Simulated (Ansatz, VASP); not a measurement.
TiSi2 in VASP and in Ansatz

```
Ti Si
1.0
     1.76511   -6.75928    0.00000
     1.76511    6.75928    0.00000
     0.00000    0.00000    3.56517
Ti Si
2 4
Direct
  0.10312 0.89688 0.25000
  0.89688 0.10312 0.75000
  0.75031 0.24969 0.25000
  0.24969 0.75031 0.75000
  0.44175 0.55825 0.25000
  0.55825 0.44175 0.75000
```

Alike in both runs: functional PBEsol; k mesh 8 × 8 × 8; occupations fermi-dirac, width 0.05 eV; no spin polarisation; Hubbard terms Ti d U = 8.0 eV.

```csv
,VASP,Ansatz
version,VASP 6.6.1,Ansatz 0.2.0
potentials or method,"VASP PAW PBE potentials, release 64 (Ti_sv, Si)",Ansatz PAW
plane-wave cutoff (eV),520,420
valence electrons in the cell,40,40
task,single point,projected density of states
```

```tsv
	VASP	Ansatz	Ansatz less VASP
gap on the k mesh at the Fermi level (eV)	none	none	-
pressure (GPa)	8.3	8.0	-0.30
traceless stress, the component that is largest in VASP (GPa)	-0.45	-1.59	-1.135
rms of the force components (eV/Å)	0.100	0.205	+0.1053
```

VASP's potentials were made for PBE, not for PBEsol. The programs project onto different local orbitals, so the same U acts differently, and such runs can settle in different states. Atom by atom the forces differ by 0.106 eV/Å (rms over components). A gap of «none» marks a metal or a gap that the smearing closes.
